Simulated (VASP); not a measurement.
Write the native input for VASP 6.6.1 that does the following.

- Task: single point
- Functional: PBE
- Potentials or basis: VASP PAW PBE potentials, release 64 (Mn_pv, Br)
- Cutoff: 520 eV
- k mesh: 4 × 4 × 4
- Occupations: gaussian, width 0.1 eV
- Spin: collinear spin, ferromagnetic start
- Starting moments: [4.0, 0.0, 0.0, 0.0] μB
- Dipole correction: no
- Further INCAR settings: ALGO = Normal; EDIFF = 1e-06; NBANDS = 29

The structure of MnBr3 lies in POSCAR:

```
MnBr3
1.0
    4.8372764000      0.0000000000      0.0000000000
    0.0000000000      4.8372764000      0.0000000000
    0.0000000000      0.0000000000      4.8372764000
Mn Br
1 3
Direct
    0.0000000000      0.0000000000      0.0000000000
    0.0000000000      0.5000000000      0.5000000000
    0.5000000000      0.5000000000      0.0000000000
    0.5000000000      0.0000000000      0.5000000000
```

The cell was generated, and may not be a known phase.

One way to write it, as run:

INCAR

```
SYSTEM = MnBr3
  ALGO = Normal
  EDIFF = 1E-6
  ENCUT = 520
  GGA = PE
  ISIF = 2
  ISMEAR = 0
  ISPIN = 2
  LASPH = .TRUE.
  LCHARG = .FALSE.
  LMAXMIX = 4
  LORBIT = 11
  LREAL = .FALSE.
  LWAVE = .FALSE.
  MAGMOM = 4 0 0 0
  NBANDS = 29
  NELM = 150
  PREC = Accurate
  SIGMA = 0.1
```

KPOINTS

```
k-points
0
G
  4 4 4
  0 0 0
```

Potentials or basis: VASP PAW PBE potentials, release 64 (Mn_pv, Br).

Command:

```console
$ cat potpaw_PBE.64/Mn_pv/POTCAR potpaw_PBE.64/Br/POTCAR > POTCAR
$ mpirun -np 1 vasp_std > vasp.out
```

It gave:

```
Pressure                                              : -2.6 GPa
Band gap on the k mesh                                : zero (filled and empty bands overlap)
Net moment                                            : 4.03 μB per cell
Site moments                                          : Mn +4.55; Br -0.22 μB
Valence electrons inside the program's atomic spheres : Mn 11.02; Br 4.77
```

Caveat: semilocal functionals often make such compounds metallic where correlation or magnetic order opens a gap, which also shifts bond lengths.

Run time: 67 s on 1 thread of Intel(R) Xeon(R) Platinum 8488C (Sapphire Rapids), with other jobs on the host, peak memory 0.25 GiB.
